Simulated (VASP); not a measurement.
A run of VASP 6.6.1:

Contents of INCAR:

```
SYSTEM = Ca16O17
PREC     = Accurate       ! precision mode
ENCUT    = 520            ! plane-wave cutoff, eV
EDIFF    = 1E-6           ! SCF threshold, eV
ISMEAR   = 0              ! smearing method
SIGMA    = 0.01           ! smearing width, eV
LREAL    = Auto         
LASPH    = .TRUE.         ! aspherical terms in the spheres
NELM     = 60             ! most SCF steps
ALGO     = Normal         ! electronic algorithm
ISIF     = 2              ! what is computed and relaxed
LWAVE    = .FALSE.        ! write WAVECAR
LCHARG   = .TRUE.         ! write CHGCAR
GGA      = PE             ! functional
LELF     = .TRUE.         ! ELF
LVHAR    = .TRUE.       
NBANDS   = 153            ! bands
NELECT   = 264.0
```

Contents of KPOINTS:

```
Automatic mesh
0
Gamma
  2 2 2
  0.5 0.5 0.5
```

POSCAR

```
Ca16O17
1.0
   -4.8307861657      4.8307861657     -4.8307861657
    4.8307861657     -4.8307861657     -4.8307861657
   -4.8307861657     -4.8307861657      4.8307861657
Ca O
16 17
Direct
    0.0003838543      0.2546249987      0.7500000000
    0.7500000000      0.2546249987      1.0003838543
    0.4957588556      0.2453750013      0.2453750013
    0.2546249987      0.0003838543      0.7500000000
    0.2453750013      0.2453750013      0.4957588556
    0.9990431422      0.9990431422      0.9990431422
    0.7500000000      0.0003838543      0.2546249987
    0.5009568578      0.7500000000      0.7500000000
    0.4996161457      0.0042411444      0.4996161457
    0.2546249987      0.7500000000      1.0003838543
    0.0003838543      0.7500000000      0.2546249987
    0.7500000000      0.5009568578      0.7500000000
    0.7500000000      0.7500000000      0.5009568578
    0.4996161457      0.4996161457      1.0042411444
    0.2453750013      0.4957588556      0.2453750013
    0.0042411444      0.4996161457      0.4996161457
    0.7500000000      0.2542790419      0.4959672090
    0.4959672090      0.2542790419      0.7500000000
    0.2457209581      0.2457209581     -0.0083118329
    0.0040327910      0.0040327910      0.5083118329
   -0.0083118329      0.2457209581      0.2457209581
    0.7500000000      0.0531723595      0.7500000000
    0.5083118329      0.0040327910      0.0040327910
    0.2542790419      0.7500000000      0.4959672090
    0.2457209581     -0.0083118329      0.2457209581
    0.0531723595      0.7500000000      0.7500000000
    0.7500000000      0.7500000000      0.0531723595
    0.4468276405      0.4468276405      0.4468276405
    0.4959672090      0.7500000000      0.2542790419
    0.2542790419      0.4959672090      0.7500000000
    0.0040327910      0.5083118329      0.0040327910
    0.7500000000      0.4959672090      0.2542790419
    0.7500000000      0.7500000000      0.7500000000
```

Potentials or basis: VASP PAW PBE potentials, release 64 (Ca_sv, O).

Launch:

```bash
$ cat potpaw_PBE.64/Ca_sv/POTCAR potpaw_PBE.64/O/POTCAR > POTCAR
$ mpirun -np 1 vasp_std > vasp.out
```

Hardware: 1 thread of Intel(R) Xeon(R) Platinum 8259CL CPU @ 2.50GHz (Skylake/Cascade Lake), on a shared host.

Problem. Estimate the wall time of this run.

Solution. Run time: 7 min on 1 thread of Intel(R) Xeon(R) Platinum 8259CL CPU @ 2.50GHz (Skylake/Cascade Lake), on a shared host, peak memory 0.59 GiB. Counts: scf iterations 18, k points 2.
